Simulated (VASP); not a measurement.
# Fe in VASP: single point with PBE

Aim: the single point of Fe with PBE.

Everything below comes from runs of VASP 6.6.1. Logs are shortened: lines on timing, memory, paths and dates and some standing lists are left out, and cuts for length are marked.

### Step 1. The cell of the first run

The cell holds a slab with vacuum, 6 atoms: a = 2.492 Å, b = 2.492 Å, c = 25.175 Å, α = 90.00°, β = 90.00°, γ = 109.47°.

### Step 2. Single point, PBE, collinear spin, ferromagnetic start

Contents of INCAR:

```
PREC     = Accurate       # precision mode
ENCUT    = 520            # plane-wave cutoff, eV
EDIFF    = 1E-6           # SCF threshold, eV
ISMEAR   = -1             # smearing method
SIGMA    = 0.05           # smearing width, eV
LREAL    = False          # projectors in reciprocal space
LASPH    = True           # aspherical terms in the spheres
NELM     = 150            # most SCF steps
ALGO     = Normal         # electronic algorithm
ISIF     = 2              # what is computed and relaxed
LWAVE    = False          # write WAVECAR
LCHARG   = False          # write CHGCAR
ISPIN    = 2              # spin polarisation
MAGMOM   = 3 3 3 3 3 3    # initial moments
LORBIT   = 11             # projections on sites
LMAXMIX  = 4              # l up to which the mixer works
LDIPOL   = True         
IDIPOL   = 3            
DIPOL    = 0.5 0.5 0.500
GGA      = PE             # functional
NBANDS   = 37             # bands
```

Contents of KPOINTS:

```
Automatic mesh
0
Gamma
  11 11 1
```

Contents of POSCAR:

```
Fe
1.0
    2.4924211121      0.0000000000      0.0000000000
   -0.8308070374      2.3498771599      0.0000000000
    0.0000000000      0.0000000000     25.1752665813
Fe
6
Direct
    0.5000000000      0.5000000000      0.2979114432
    0.0000000000      0.0000000000      0.3787468659
    0.5000000000      0.5000000000      0.4595822886
    0.0000000000      0.0000000000      0.5404177114
    0.5000000000      0.5000000000      0.6212531341
    0.0000000000      0.0000000000      0.7020885568
```

Potentials or basis: VASP PAW PBE potentials, release 64 (Fe).

Command:

```sh
cat potpaw_PBE.64/Fe/POTCAR > POTCAR
mpirun -np 1 vasp_std > vasp.out
```

OUTCAR:

```text
PREC = Accurate
   ENCUT = 520
   EDIFF = 1E-6
   ISMEAR = -1
   LREAL = False
   LASPH = True
   NELM = 150
   ISIF = 2
   ISPIN = 2
   LORBIT = 11
   GGA = PE

 ion  position               nearest neighbor table
   1  0.500  0.500  0.298-   2 2.49   2 2.49   2 2.88   2 2.88
   2  0.000  0.000  0.379-   1 2.49   3 2.49   1 2.49   3 2.49   1 2.88   3 2.88   1 2.88   3 2.88

   3  0.500  0.500  0.460-   2 2.49   2 2.49   4 2.49   4 2.49   2 2.88   2 2.88   4 2.88   4 2.88

   4  0.000  0.000  0.540-   5 2.49   5 2.49   3 2.49   3 2.49   5 2.88   5 2.88   3 2.88   3 2.88

   5  0.500  0.500  0.621-   6 2.49   6 2.49   4 2.49   4 2.49   6 2.88   6 2.88   4 2.88   4 2.88

   6  0.000  0.000  0.702-   5 2.49   5 2.49   5 2.88   5 2.88

  LATTYP: Found a base centered orthorhombic cell.
 ALAT       =     2.8780000000
 B/A-ratio  =     1.4142135624
 C/A-ratio  =     8.7474866510

  Lattice vectors:

 A1 = (   2.4924211121,   0.0000000000,   0.0000000000)
 A2 = (  -0.8308070374,   2.3498771599,   0.0000000000)
 A3 = (   0.0000000000,   0.0000000000,  25.1752665813)

Analysis of symmetry for initial positions (statically):
=====================================================================
 Subroutine PRICEL returns:
 Original cell was already a primitive cell.

 Routine SETGRP: Setting up the symmetry group for a
 base centered orthorhombic supercell.

 Subroutine GETGRP returns: Found  8 space group operations
 (whereof  4 operations were pure point group operations)
 out of a pool of  8 trial point group operations.

The static configuration has the point symmetry C_2v.
 The point group associated with its full space group is D_2h.

Analysis of symmetry for dynamics (positions and initial velocities):
=====================================================================
 Subroutine PRICEL returns:
 Original cell was already a primitive cell.

 Routine SETGRP: Setting up the symmetry group for a
 base centered orthorhombic supercell.

 Subroutine GETGRP returns: Found  8 space group operations
 (whereof  4 operations were pure point group operations)
 out of a pool of  8 trial point group operations.

The dynamic configuration has the point symmetry C_2v.
 The point group associated with its full space group is D_2h.

Analysis of structural, dynamic, and magnetic symmetry:
=====================================================================
 Subroutine PRICEL returns:
 Original cell was already a primitive cell.

 Routine SETGRP: Setting up the symmetry group for a
 base centered orthorhombic supercell.

 Subroutine GETGRP returns: Found  8 space group operations
 (whereof  4 operations were pure point group operations)
 out of a pool of  8 trial point group operations.

The overall configuration has the point symmetry C_2v.
 The point group associated with its full space group is D_2h.

 Subroutine INISYM returns: Found  8 space group operations
 (whereof  4 operations are pure point group operations),
 and found     1 'primitive' translations

----------------------------------------------------------------------------------------

                                     Primitive cell

  volume of cell :     147.4486

  direct lattice vectors                    reciprocal lattice vectors
     2.492421112  0.000000000  0.000000000     0.401216309  0.141851387  0.000000000
    -0.830807037  2.349877160  0.000000000     0.000000000  0.425554160  0.000000000
     0.000000000  0.000000000 25.175266581     0.000000000  0.000000000  0.039721526

  length of vectors
     2.492421112  2.492421112 25.175266581     0.425554160  0.425554160  0.039721526

  position of ions in fractional coordinates (direct lattice)
     0.500000000  0.500000000  0.297911443
     0.000000000  0.000000000  0.378746866
     0.500000000  0.500000000  0.459582289
     0.000000000  0.000000000  0.540417711
     0.500000000  0.500000000  0.621253134
     0.000000000  0.000000000  0.702088557

[... 60 lines left out ...]
 -0.181818  0.181818  0.000000      2.000000
 [... further k-points ...]
   k-points           NKPTS =     36   k-points in BZ     NKDIM =     36   number of bands    NBANDS=     37
   number of dos      NEDOS =    301   number of ions     NIONS =      6
   total plane-waves  NPLWV =  76800
   dimension x,y,z NGX =    20 NGY =   20 NGZ =  192
   dimension x,y,z NGXF=    40 NGYF=   40 NGZF=  384
   ions per type =               6
   NGX,Y,Z   is equivalent  to a cutoff of  13.34, 13.34, 12.68 a.u.
   NGXF,Y,Z  is equivalent  to a cutoff of  26.68, 26.68, 25.36 a.u.
 SYSTEM =  unknown system
   PREC   = accura    normal or accurate (medium, high low for compatibility)
   ISTART =      0    job   : 0-new  1-cont  2-samecut
   ICHARG =      2    charge: 1-file 2-atom 10-const
   ISPIN  =      2    spin polarized calculation?
   LNONCOLLINEAR =      F non collinear calculations
   LSORBIT =      F    spin-orbit coupling
   LASPH  =      T    aspherical Exc in radial PAW
   ENCUT  =  520.0 eV  38.22 Ry    6.18 a.u.   4.63  4.63 46.81*2*pi/ulx,y,z
   NELM   =    150;   NELMIN=  2; NELMDL= -5     # of ELM steps
   EDIFF  = 0.1E-05   stopping-criterion for ELM
   LREAL  =      F    real-space projection
   EDIFFG = 0.1E-04   stopping-criterion for IOM
   NSW    =      0    number of steps for IOM
   IBRION =     -1    ionic relax: 0-MD 1-quasi-New 2-CG
   NFREE  =      0    steps in history (QN), initial steepest desc. (CG)
   ISIF   =      2    stress and relaxation
   ISYM   =      2    0-nonsym 1-usesym 2-fastsym
   POTIM  = 0.5000    time-step for ionic-motion
   TEBEG  =    0.0;   TEEND  =   0.0 temperature during run
   PSTRESS=    0.0 pullay stress
   NELECT =      48.0000    total number of electrons
   NUPDOWN=      -1.0000    fix difference up-down
   EMIN   =  10.00;   EMAX   =-10.00  energy-range for DOS
   EFERMI =   0.00;   METHOD = LEGACY
   ISMEAR =    -1;   SIGMA  =   0.05  broadening in eV -4-tet -1-fermi 0-gaus
   EFERMI_NEDOS =   21; number of points for ismear=-14 and -15
   IALGO  =     38    algorithm
   IMIX   =      4    mixing-type and parameters
     AMIX     =   0.40;   BMIX     =  1.00
     AMIX_MAG =   1.60;   BMIX_MAG =  1.00
  volume/ion in A,a.u.               =      24.57       165.84
  Fermi-wavevector in a.u.,A,eV,Ry     =   1.126181  2.128174 17.256059  1.268285
  Thomas-Fermi vector in A             =   2.262862
   LORBIT       =     11    0 simple, 1 ext, 2 COOP (PROOUT), +10 PAW based schemes
   GGA     = PE    functional components
   LHFCALC =     F    Hartree Fock is set to
   AEXX    =    0.0000 exact exchange contribution
   IVDW    =     0    specifies the selected vdW correction
   LEPSILON=     F    determine dielectric tensor
   LRPA    =     F    only Hartree local field effects (RPA)
 spin polarized calculation
  energy-cutoff  :      520.00
  volume of cell :      147.45
 maximum number of plane-waves:      4031
   NGX =  9   NGY =  9   NGZ = 93

 dipolmoment           0.000000      0.000000     -0.000000 electrons x Angstroem

 number of electron      48.0000004 magnetization      14.9023237

 dipolmoment           0.000000      0.000000      0.000000 electrons x Angstroem

 Free energy of the ion-electron system (eV)
  ---------------------------------------------------
  ext. energy  EPLUGINS =         0.00000000
  ---------------------------------------------------
  free energy    TOTEN  =       -47.62981077 eV

  energy without entropy =      -47.56427879  energy(sigma->0) =      -47.59704478

 E-fermi :   0.2899     XC(G=0):  -7.0222

 val. band max:        0.2887764445   @ k =  -0.4545   0.0909   0.0000
 cond. band min:       0.2947195341   @ k =   0.4545   0.2727   0.0000
 fundamental gap:      0.0059430896
 Fermi energy:         0.2898982001

 spin component 1

 k-point     1 :       0.0000    0.0000    0.0000
  band No.  band energies     occupation
      1      -7.6077      1.00000
      2      -7.0347      1.00000
      3      -6.0855      1.00000
      4      -5.0986      1.00000
      5      -4.5422      1.00000
      6      -4.3665      1.00000
[... 925 lines left out ...]
     35       0.8428      0.00002
     36       2.1329      0.00000

 [... further k-points ...]

 spin component 2

 k-point     1 :       0.0000    0.0000    0.0000
  band No.  band energies     occupation
      1      -7.4375      1.00000
      2      -6.8150      1.00000
      3      -5.7946      1.00000
      4      -4.5867      1.00000
      5      -3.5668      1.00000
      6      -3.0828      1.00000
[... 925 lines left out ...]
     35       2.9916      0.00000
     36       3.6548      0.00000

 [... further k-points ...]

 [bands above 36 left out]

------------------------ aborting loop because EDIFF is reached ----------------------------------------

 vacuum level on the upper side and lower side of the slab       (xc-potential included)         0.026         0.026

  FORCE on cell =-STRESS in cart. coord.  units (eV):
  Direction    XX          YY          ZZ          XY          YZ          ZX
  --------------------------------------------------------------------------------------
  -------------------------------------------------------------------------------------
  Total       -3.6967111     -3.7465472     -2.7766560     -0.0704789      0.0000000      0.0000000
  in kB      -40.1684838    -40.7100029    -30.1711597     -0.7658236      0.0000000      0.0000000
  external PRESSURE =     -37.0165488 kB  Pullay stress =       0.0000000 kB

 VOLUME and BASIS-vectors are now :
 -----------------------------------------------------------------------------
  energy-cutoff  :      520.00
  volume of cell :      147.45
      direct lattice vectors                 reciprocal lattice vectors
     2.492421112  0.000000000  0.000000000     0.401216309  0.141851387  0.000000000
    -0.830807037  2.349877160  0.000000000     0.000000000  0.425554160  0.000000000
     0.000000000  0.000000000 25.175266581     0.000000000  0.000000000  0.039721526

 POSITION                                       TOTAL-FORCE (eV/Angst)
 -----------------------------------------------------------------------------------
      0.83081      1.17494      7.50000        -0.000000      0.000000      0.306747
      0.00000      0.00000      9.53505        -0.000000      0.000000     -0.082935
      0.83081      1.17494     11.57011         0.000000      0.000000      0.076255
      0.00000      0.00000     13.60516         0.000000      0.000000     -0.076255
      0.83081      1.17494     15.64021         0.000000      0.000000      0.082935
      0.00000      0.00000     17.67527         0.000000      0.000000     -0.306747
 -----------------------------------------------------------------------------------
    total drift:                               -0.000000     -0.000000      0.000000

  FREE ENERGIE OF THE ION-ELECTRON SYSTEM (eV)
  ---------------------------------------------------
  free  energy   TOTEN  =       -47.6298107693 eV

  energy  without entropy=      -47.5642787907  energy(sigma->0) =      -47.59704478

 vacuum level on the upper side and lower side of the slab         4.845         4.845

 total charge

# of ion       s       p       d       tot
------------------------------------------
    1        0.463   0.367   6.192   7.021
    2        0.465   0.494   6.216   7.175
    3        0.466   0.499   6.208   7.173
    4        0.466   0.499   6.208   7.173
    5        0.465   0.494   6.216   7.175
    6        0.463   0.367   6.192   7.021
--------------------------------------------------
tot          2.789   2.718  37.231  42.738

 magnetization (x)

# of ion       s       p       d       tot
------------------------------------------
    1       -0.002  -0.008   2.703   2.693
    2       -0.014  -0.055   2.486   2.416
    3       -0.014  -0.060   2.374   2.300
    4       -0.014  -0.060   2.374   2.300
    5       -0.014  -0.055   2.486   2.416
    6       -0.002  -0.008   2.703   2.693
--------------------------------------------------
tot         -0.062  -0.246  15.126  14.818
```

It took 15 min on 1 thread of AMD EPYC 9R45 (Zen 5), shared host; peak memory 0.43 GiB.

Results:

```yaml
Free_energy: -47.6298 eV
Largest_force: 0.307 eV/Å
Net_moment: 14.90 μB per cell
Site_moments: Fe +2.69, +2.42, +2.30 μB
Valence_electrons_inside_the_program's_atomic_spheres: Fe 7.02, 7.17
```

Forces in eV/Å, atoms in the order of the input:
```
Fe   0.000  0.000  0.307
Fe   0.000  0.000 -0.083
Fe   0.000  0.000  0.076
Fe   0.000  0.000 -0.076
Fe   0.000  0.000  0.083
Fe   0.000  0.000 -0.307
```
